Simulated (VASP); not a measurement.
Runs of VASP 6.6.1 on TiPd3. The structure is that of space group Pm-3m (No. 221), or close to it. The cells are those of the table. 

| task | cell | gap on the mesh (eV) | pressure (GPa) |
| --- | --- | --- | --- |
| electric field gradients | a = 3.782, b = 3.782, c = 3.820 Å, 4 atoms | none | 7.8 |
| single point | a = 3.820 Å, angles 90.6°, 4 atoms | none | 2.8 |
| single point | a = 3.820 Å, angles 88.8°, 4 atoms | none | (a) |
| single point | a = 3.820 Å, angles 89.4°, 4 atoms | none | 2.8 |

Alike in all rows: level LDA; potentials or basis VASP PAW LDA potentials, release 64 (Ti_sv, Pd); no spin polarisation; k mesh 11 × 11 × 11; cutoff (eV) 520; smearing fermi-dirac 0.05 eV.

**Question.** Fill in the values left out.

**Answer.** (a) 3.1.

Caveats: the cell stands under pressure (at least some runs).

A k mesh can miss the band edges, and the runs leave out spin-orbit coupling on Pd.

A gap of «none» marks levels without a gap at the run's occupations.
